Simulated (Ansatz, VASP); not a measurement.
# Co4Si8H: VASP beside Ansatz

```
Co Si H
1.0
     5.36029    0.00000    0.00000
     0.00000    5.36029    0.00000
     0.00000    0.00000    5.36029
Co Si H
4 8 1
Direct
  0.03389 0.99984 0.00002
  0.00554 0.49984 0.50004
  0.51495 0.99981 0.50003
  0.51487 0.49982 0.00003
  0.26599 0.26067 0.73911
  0.26596 0.73894 0.26090
  0.76586 0.24798 0.24824
  0.76589 0.75151 0.75184
  0.26590 0.26075 0.26094
  0.26594 0.73900 0.73913
  0.76581 0.24815 0.75183
  0.76580 0.75167 0.24824
  0.30810 0.99988 0.99990
```

Alike in both runs: functional PBE; k mesh 3 × 3 × 3; occupations methfessel-paxton of order 1, width 0.1 eV; no spin polarisation.

Ansatz relaxed the structure, and its values are those at the end. VASP's run is a single point on that final structure, the one shown.

```csv
,VASP,Ansatz
version,VASP 6.6.1,Ansatz 0.2.0
potentials or method,"VASP PAW PBE potentials, release 64 (Co, Si, H), cutoff 520 eV",plane-wave PAW DFT
valence electrons in the cell,69,101
```

|  | VASP | Ansatz | Ansatz less VASP |
| --- | --- | --- | --- |
| rms of the force components (eV/Å) | 0.016 | 0.003 | -0.0130 |

With one functional, cell and mesh, what is left measures potentials, basis and numerics. VASP's potentials hold 69 valence electrons a cell and Ansatz's 101, so a difference there can come from the potentials and not from the codes.

The k mesh is coarse, so the values compare programs but aren't converged.
